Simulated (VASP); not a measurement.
Runs of VASP 6.6.1 on Si3Mo. The structure is that of space group P4/mmm (No. 123), or close to it. The cells are those of the table. 

```tsv
task	spin	cell	cutoff (eV)	gap on the mesh (eV)	pressure (GPa)	largest force (eV/Å)
single point	off	a = 2.521, b = 2.521, c = 10.296 Å, 4 atoms	520	none	0.1	0.01
single point	collinear, ferromagnetic start	a = 2.521, b = 2.521, c = 10.296 Å, 4 atoms	500	none	0.1	0.01
relaxation of cell and atoms	off	relaxed from a = 2.548, b = 2.548, c = 9.829 Å, 4 atoms	600	none	0.0	-
single point	off	a = 2.548, b = 2.548, c = 9.829 Å, 4 atoms	520	none	(a)	3.07
```

Alike in all rows: level PBE; potentials or basis VASP PAW PBE potentials, release 64 (Si, Mo_sv); k mesh 6 × 6 × 2; smearing gaussian 0.1 eV.

Fill in the values left out.

(a) 11.0.

Caveats: all runs use coarse meshes; forces of over 1 eV/Å act on the atoms, so gaps and moduli don't describe the material at rest (some runs).

A k mesh can miss the band edges, and the runs leave out spin-orbit coupling on Mo.

A gap of «none» marks levels without a gap at the run's occupations.
